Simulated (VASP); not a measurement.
# Cd2As (P6/mmm) in VASP: notebook

Cd2As is run at these levels: PBE; tasks: relaxation of cell and atoms, single point.

Program: VASP 6.6.1. These are calculated values, not measurements. Logs are shortened: lines on timing, memory, paths and dates and some standing lists are left out, and cuts for length are marked.

## (1) The cell of the first run

Symmetry: P6/mmm, No. 191, hexagonal system. The conventional cell has a = 4.872 Å, b = 4.872 Å, c = 3.276 Å, α = 90.00°, β = 90.00°, γ = 120.00°. Within 3.7 Å of Cd (site symmetry -6m2) lie 5 Cd at 2.81 to 3.28 Å and 6 As at 3.25 Å. As (site symmetry 6/mmm) has 12 Cd at 3.25 Å and 2 As at 3.28 Å within 4.3 Å.

## (2) Relaxation of cell and atoms, PBE

File INCAR:

```
SYSTEM = Cd2As
  PREC = Accurate
  ENCUT = 600
  EDIFF = 1E-6
  ISMEAR = 0
  SIGMA = 0.1
  LREAL = .FALSE.
  LASPH = .TRUE.
  NELM = 80
  ALGO = Fast
  ISIF = 3
  LWAVE = .FALSE.
  LCHARG = .FALSE.
  GGA = PE
  IBRION = 2
  NSW = 90
  EDIFFG = -0.04
```

File KPOINTS:

```
regular mesh
0
G
  6 6 6
  0 0 0
```

File POSCAR:

```
Cd2As
1.0
    4.8715708404      0.0000000000      0.0000000000
   -2.4357854202      4.2189041041      0.0000000000
    0.0000000000      0.0000000000      3.2759137910
Cd As
2 1
Direct
    0.3333333333      0.6666666667      0.5000000000
    0.6666666667      0.3333333333      0.5000000000
    0.0000000000      0.0000000000      0.0000000000
```

Potentials or basis: VASP PAW PBE potentials, release 64 (Cd, As).

Launch:

```sh
$ cat potpaw_PBE.64/Cd/POTCAR potpaw_PBE.64/As/POTCAR > POTCAR
$ mpirun -np 1 vasp_std > vasp.out
```

OUTCAR:

```text
SYSTEM = Cd2As
   PREC = Accurate
   ENCUT = 600
   EDIFF = 1E-6
   ISMEAR = 0
   LREAL = .FALSE.
   LASPH = .TRUE.
   NELM = 80
   ISIF = 3
   GGA = PE
   IBRION = 2
   NSW = 90
   EDIFFG = -0.04

 ion  position               nearest neighbor table
   1  0.333  0.667  0.500-   2 2.81   2 2.81   2 2.81   3 3.25   3 3.25   3 3.25   3 3.25   3 3.25
                             3 3.25
   2  0.667  0.333  0.500-   1 2.81   1 2.81   1 2.81   3 3.25   3 3.25   3 3.25   3 3.25   3 3.25
                             3 3.25
   3  0.000  0.000  0.000-   1 3.25   2 3.25   1 3.25   2 3.25   1 3.25   1 3.25   2 3.25   2 3.25
                             2 3.25   2 3.25   1 3.25   1 3.25

  LATTYP: Found a hexagonal cell.
 ALAT       =     4.8715708404
 C/A-ratio  =     0.6724553329

  Lattice vectors:

 A1 = (   4.8715708404,   0.0000000000,   0.0000000000)
 A2 = (  -2.4357854202,   4.2189041041,   0.0000000000)
 A3 = (   0.0000000000,   0.0000000000,   3.2759137910)

Analysis of symmetry for initial positions (statically):
=====================================================================
 Subroutine PRICEL returns:
 Original cell was already a primitive cell.

 Routine SETGRP: Setting up the symmetry group for a
 hexagonal supercell.

 Subroutine GETGRP returns: Found 24 space group operations
 (whereof 24 operations were pure point group operations)
 out of a pool of 24 trial point group operations.

The static configuration has the point symmetry D_6h.

Analysis of symmetry for dynamics (positions and initial velocities):
=====================================================================
 Subroutine PRICEL returns:
 Original cell was already a primitive cell.

 Routine SETGRP: Setting up the symmetry group for a
 hexagonal supercell.

 Subroutine GETGRP returns: Found 24 space group operations
 (whereof 24 operations were pure point group operations)
 out of a pool of 24 trial point group operations.

The dynamic configuration has the point symmetry D_6h.

 Subroutine INISYM returns: Found 24 space group operations
 (whereof 24 operations are pure point group operations),
 and found     1 'primitive' translations

----------------------------------------------------------------------------------------

                                     Primitive cell

  volume of cell :      67.3288

  direct lattice vectors                    reciprocal lattice vectors
     4.871570840  0.000000000  0.000000000     0.205272597  0.118514189  0.000000000
    -2.435785420  4.218904104  0.000000000     0.000000000  0.237028379  0.000000000
     0.000000000  0.000000000  3.275913791     0.000000000  0.000000000  0.305258338

  length of vectors
     4.871570840  4.871570840  3.275913791     0.237028379  0.237028379  0.305258338

  position of ions in fractional coordinates (direct lattice)
     0.333333333  0.666666667  0.500000000
     0.666666667  0.333333333  0.500000000
     0.000000000  0.000000000  0.000000000

  ion indices of the primitive-cell ions
   primitive index   ion index
                 1           1
                 2           2
                 3           3

----------------------------------------------------------------------------------------

 KPOINTS: regular mesh

Automatic generation of k-mesh.
 Grid dimensions read from file:
 generate k-points for:    6    6    6

 Generating k-lattice:

  Cartesian coordinates                     Fractional coordinates (reciprocal lattice)
     0.034212100  0.019752365  0.000000000     0.166666667  0.000000000  0.000000000
     0.000000000  0.039504730  0.000000000     0.000000000  0.166666667  0.000000000
     0.000000000  0.000000000  0.050876390     0.000000000  0.000000000  0.166666667

  Length of vectors
     0.039504730  0.039504730  0.050876390

  Shift w.r.t. Gamma in fractional coordinates (k-lattice)
     0.000000000  0.000000000  0.000000000

 Subroutine IBZKPT returns following result:
 ===========================================

 Found     28 irreducible k-points:

 Following reciprocal coordinates:
            Coordinates               Weight
  0.000000  0.000000  0.000000      1.000000
  0.166667  0.000000  0.000000      6.000000
  0.333333  0.000000  0.000000      6.000000
  0.500000  0.000000  0.000000      3.000000
  0.166667  0.166667  0.000000      6.000000
  0.333333  0.166667  0.000000     12.000000
[... 16 lines left out ...]
  0.166667  0.000000  0.500000      6.000000
  0.333333  0.000000  0.500000      6.000000
 [... further k-points ...]
   k-points           NKPTS =     28   k-points in BZ     NKDIM =     28   number of bands    NBANDS=     18
   number of dos      NEDOS =    301   number of ions     NIONS =      3
   total plane-waves  NPLWV =  44800
   dimension x,y,z NGX =    40 NGY =   40 NGZ =   28
   dimension x,y,z NGXF=    80 NGYF=   80 NGZF=   56
   ions per type =               2   1
   NGX,Y,Z   is equivalent  to a cutoff of  13.65, 13.65, 14.21 a.u.
   NGXF,Y,Z  is equivalent  to a cutoff of  27.30, 27.30, 28.42 a.u.
 SYSTEM =  Cd2As
   PREC   = accura    normal or accurate (medium, high low for compatibility)
   ISTART =      0    job   : 0-new  1-cont  2-samecut
   ICHARG =      2    charge: 1-file 2-atom 10-const
   ISPIN  =      1    spin polarized calculation?
   LNONCOLLINEAR =      F non collinear calculations
   LSORBIT =      F    spin-orbit coupling
   LASPH  =      T    aspherical Exc in radial PAW
   ENCUT  =  600.0 eV  44.10 Ry    6.64 a.u.   9.73  9.73  6.54*2*pi/ulx,y,z
   NELM   =     80;   NELMIN=  2; NELMDL= -5     # of ELM steps
   EDIFF  = 0.1E-05   stopping-criterion for ELM
   LREAL  =      F    real-space projection
   EDIFFG = -.4E-01   stopping-criterion for IOM
   NSW    =     90    number of steps for IOM
   IBRION =      2    ionic relax: 0-MD 1-quasi-New 2-CG
   NFREE  =      1    steps in history (QN), initial steepest desc. (CG)
   ISIF   =      3    stress and relaxation
   ISYM   =      2    0-nonsym 1-usesym 2-fastsym
   POTIM  = 0.5000    time-step for ionic-motion
   TEBEG  =    0.0;   TEEND  =   0.0 temperature during run
   PSTRESS=    0.0 pullay stress
   NELECT =      29.0000    total number of electrons
   NUPDOWN=      -1.0000    fix difference up-down
   EMIN   =  10.00;   EMAX   =-10.00  energy-range for DOS
   EFERMI =   0.00;   METHOD = LEGACY
   ISMEAR =     0;   SIGMA  =   0.10  broadening in eV -4-tet -1-fermi 0-gaus
   EFERMI_NEDOS =   21; number of points for ismear=-14 and -15
   IALGO  =     68    algorithm
   IMIX   =      4    mixing-type and parameters
     AMIX     =   0.40;   BMIX     =  1.00
     AMIX_MAG =   1.60;   BMIX_MAG =  1.00
  volume/ion in A,a.u.               =      22.44       151.45
  Fermi-wavevector in a.u.,A,eV,Ry     =   1.236347  2.336357 20.797245  1.528554
  Thomas-Fermi vector in A             =   2.370959
   LORBIT       =      0    0 simple, 1 ext, 2 COOP (PROOUT), +10 PAW based schemes
   GGA     = PE    functional components
   LHFCALC =     F    Hartree Fock is set to
   AEXX    =    0.0000 exact exchange contribution
   IVDW    =     0    specifies the selected vdW correction
   LEPSILON=     F    determine dielectric tensor
   LRPA    =     F    only Hartree local field effects (RPA)
 conjugate gradient relaxation of ions
 non-spin polarized calculation
 RMM-DIIS sequential band-by-band and
 Gauss-broadening in eV      SIGMA  =   0.10
  energy-cutoff  :      600.00
  volume of cell :       67.33
 maximum number of plane-waves:      2268
 NGX is ok and might be reduce to    40
   NGX = 19   NGY = 19   NGZ = 13

--------------------------------------- Ionic step        1  -------------------------------------------

 number of electron      28.9999999 magnetization

 Free energy of the ion-electron system (eV)
  ---------------------------------------------------
  ext. energy  EPLUGINS =         0.00000000
  ---------------------------------------------------
  free energy    TOTEN  =        -5.30192225 eV

  energy without entropy =       -5.29481520  energy(sigma->0) =       -5.29836872

------------------------ aborting loop because EDIFF is reached ----------------------------------------

  FORCE on cell =-STRESS in cart. coord.  units (eV):
  Direction    XX          YY          ZZ          XY          YZ          ZX
  --------------------------------------------------------------------------------------
  -------------------------------------------------------------------------------------
  Total        0.8571261      0.8571261     -0.2393159      0.0000000     -0.0000000      0.0000000
  in kB       20.3964292     20.3964292     -5.6948335      0.0000000     -0.0000000      0.0000000
  external PRESSURE =      11.6993416 kB  Pullay stress =       0.0000000 kB
[... 92 lines left out ...]
  FREE ENERGIE OF THE ION-ELECTRON SYSTEM (eV)
  ---------------------------------------------------
  free  energy   TOTEN  =        -5.3335083244 eV

  energy  without entropy=       -5.3273877645  energy(sigma->0) =       -5.33044804

 E-fermi :   2.5245     XC(G=0):  -9.9999

 val. band max:        2.4932523225   @ k =   0.0000   0.0000   0.5000
 cond. band min:       2.5467584600   @ k =   0.3333   0.3333   0.0000
 fundamental gap:      0.0535061375
 Fermi energy:         2.5244937773

 k-point     1 :       0.0000    0.0000    0.0000
  band No.  band energies     occupation
      1      -9.2453      2.00000
      2      -6.8967      2.00000
      3      -6.7106      2.00000
      4      -6.2244      2.00000
      5      -6.2244      2.00000
      6      -6.1360      2.00000
[... 481 lines left out ...]
      5      -6.2480      2.00000
      6      -6.1820      2.00000
[... 10 lines left out ...]
     17       4.1268      0.00000
     18       4.9397      0.00000

 [... further k-points ...]

[... ionic steps 4 to 12 ...]

--------------------------------------- Ionic step       13  -------------------------------------------

 number of electron      28.9999999 magnetization

------------------------ aborting loop because EDIFF is reached ----------------------------------------
[... 69 lines left out ...]
--------------------------------------- Ionic step       15  -------------------------------------------

 number of electron      28.9999999 magnetization

 Free energy of the ion-electron system (eV)
  ---------------------------------------------------
  ext. energy  EPLUGINS =         0.00000000
  ---------------------------------------------------
  free energy    TOTEN  =        -5.49033752 eV

  energy without entropy =       -5.48386402  energy(sigma->0) =       -5.48710077

 E-fermi :   3.4847     XC(G=0): -10.5127

 val. band max:        3.4702126119   @ k =   0.0000   0.0000   0.0000
 cond. band min:       3.5382882125   @ k =   0.3333   0.1667   0.5000
 fundamental gap:      0.0680756006
 Fermi energy:         3.4847384522

 k-point     1 :       0.0000    0.0000    0.0000
  band No.  band energies     occupation
      1      -8.8922      2.00000
      2      -6.2952      2.00000
      3      -5.9995      2.00000
      4      -5.6441      2.00000
      5      -5.6441      2.00000
      6      -5.5581      2.00000
[... 481 lines left out ...]
      5      -5.7249      2.00000
      6      -5.4658      2.00000
[... 10 lines left out ...]
     17       4.9717      0.00000
     18       5.4126      0.00000

 [... further k-points ...]

------------------------ aborting loop because EDIFF is reached ----------------------------------------

  FORCE on cell =-STRESS in cart. coord.  units (eV):
  Direction    XX          YY          ZZ          XY          YZ          ZX
  --------------------------------------------------------------------------------------
  -------------------------------------------------------------------------------------
  Total        0.0156739      0.0156739     -0.0677054      0.0000000      0.0000000      0.0000000
  in kB        0.3695173      0.3695173     -1.5961744      0.0000000      0.0000000      0.0000000
  external PRESSURE =      -0.2857133 kB  Pullay stress =       0.0000000 kB
[... 18 lines left out ...]
  FREE ENERGIE OF THE ION-ELECTRON SYSTEM (eV)
  ---------------------------------------------------
  free  energy   TOTEN  =        -5.4903375184 eV

  energy  without entropy=       -5.4838640172  energy(sigma->0) =       -5.48710077

 reached required accuracy - stopping structural energy minimisation
```

Wall time 3.8 min (1 thread of AMD EPYC 9R45 (Zen 5), shared host); peak memory 0.19 GiB.

Results:

```yaml
Free_energy: -5.4903 eV
Relaxed_volume: 22.65 Å³/atom
Relaxed_cell: a = 5.169 Å, b = 5.169 Å, c = 2.936 Å, α = 90.00°, β = 90.00°, γ = 120.00°
Space_group_after_relaxing_to_0.1_Å: P6/mmm (No. 191)
Energy_gained_by_relaxing: 62.8 meV/atom
Ionic_steps: 15
Pressure_after_relaxing: 0.0 GPa
Band_gap_on_the_k_mesh: zero (an odd number of electrons rules out a gap without spin polarisation)
```

Stress tensor (GPa, compression positive):
```
 0.04  0.00  0.00
 0.00  0.04  0.00
 0.00  0.00 -0.16
```

Step by step:
| step | energy change (eV) | largest force (eV/Å) | pressure (GPa) | volume (Å³) |
| --- | --- | --- | --- | --- |
| 1 | 0.0000 | 0.0000 | 1.17 | 67.33 |
| 2 | -0.0188 | 0.0000 | -0.27 | 68.93 |
| 3 | -0.0316 | 0.0000 | -2.11 | 71.41 |
| 4 | -0.0391 | 0.0000 | -2.21 | 71.62 |
| 5 | -0.0616 | 0.0000 | -2.71 | 72.25 |
| 6 | -0.0995 | 0.0000 | -3.52 | 73.43 |
| 7 | -0.0555 | 0.0000 | -3.76 | 75.47 |
| 8 | -0.1050 | 0.0000 | -3.71 | 73.89 |
| 9 | -0.1415 | 0.0000 | -3.00 | 72.55 |
| 10 | -0.1630 | 0.0000 | -1.81 | 70.81 |
| 11 | -0.1765 | 0.0000 | -1.39 | 69.95 |
| 12 | -0.1877 | 0.0000 | -0.45 | 68.48 |
| 13 | -0.1883 | 0.0000 | -0.19 | 68.10 |
| 14 | -0.1883 | 0.0000 | -0.10 | 68.03 |
| 15 | -0.1884 | 0.0000 | -0.03 | 67.96 |

Final structure:
```yaml
crystal:
  lattice:
    - [5.16949, 0.00000, 0.00000]
    - [-2.58474, 4.47691, 0.00000]
    - [0.00000, 0.00000, 2.93649]
  atoms:
    - { symbol: Cd, position: [0.33333, 0.66667, 0.50000] }
    - { symbol: Cd, position: [0.66667, 0.33333, 0.50000] }
    - { symbol: As, position: [0.00000, 0.00000, 0.00000] }
```

## (3) Single point, PBE

This run uses another cell than the first one, of 22.53 Å³/atom.

File INCAR:

```
SYSTEM = Cd2As
PREC = Accurate
ENCUT = 520
EDIFF = 1E-6
ISMEAR = 0
SIGMA = 0.1
LREAL = .False.
LASPH = .True.
NELM = 60
ALGO = Fast
ISIF = 2
LWAVE = .False.
LCHARG = .True.
GGA = PE
LELF = .True.
LVHAR = .True.
NBANDS = 22
```

File KPOINTS:

```
Automatic mesh
0
Gamma
  12 12 16
  0 0 0
```

File POSCAR:

```
Cd2As
1.0
    5.1142660098      0.0000000000      0.0000000000
   -2.5571330049      4.4290842862      0.0000000000
    0.0000000000      0.0000000000      2.9845166489
Cd As
2 1
Direct
    0.3333333333      0.6666666667      0.5000000000
    0.6666666667      0.3333333333      0.5000000000
    0.0000000000      0.0000000000      0.0000000000
```

Potentials or basis: VASP PAW PBE potentials, release 64 (Cd, As).

Launch:

```sh
$ cat potpaw_PBE.64/Cd/POTCAR potpaw_PBE.64/As/POTCAR > POTCAR
$ mpirun -np 1 vasp_std > vasp.out
```

Wall time 1.9 min (1 thread of AMD EPYC 9R45 (Zen 5), shared host); peak memory 0.33 GiB.

The run converged. Its results:

```yaml
Free_energy: -5.4003 eV
Pressure: 0.2 GPa
Band_gap_on_the_k_mesh: zero (an odd number of electrons rules out a gap without spin polarisation)
```

Levels at points of the mesh, in eV from the Fermi level:
```csv
k point,band 11,band 12,band 13,band 14,band 15,band 16,band 17,band 18,band 19,band 20
"(0.00, 0.00, 0.00)",-8.32,-4.97,-2.23,-2.23,0.23,0.23,0.42,3.51,9.04,10.66
"(0.50, 0.00, 0.00)",-8.29,-6.61,-3.73,-3.23,1.93,3.81,4.21,4.28,5.93,8.34
"(0.00, 0.00, 0.50)",-7.94,-4.92,-0.33,-0.14,-0.14,0.35,3.54,3.96,3.96,4.78
"(0.50, 0.00, 0.50)",-8.11,-4.43,-2.58,-1.48,-0.18,1.10,1.46,1.76,4.22,8.42
```

(Part 1 of 2 ends here.)
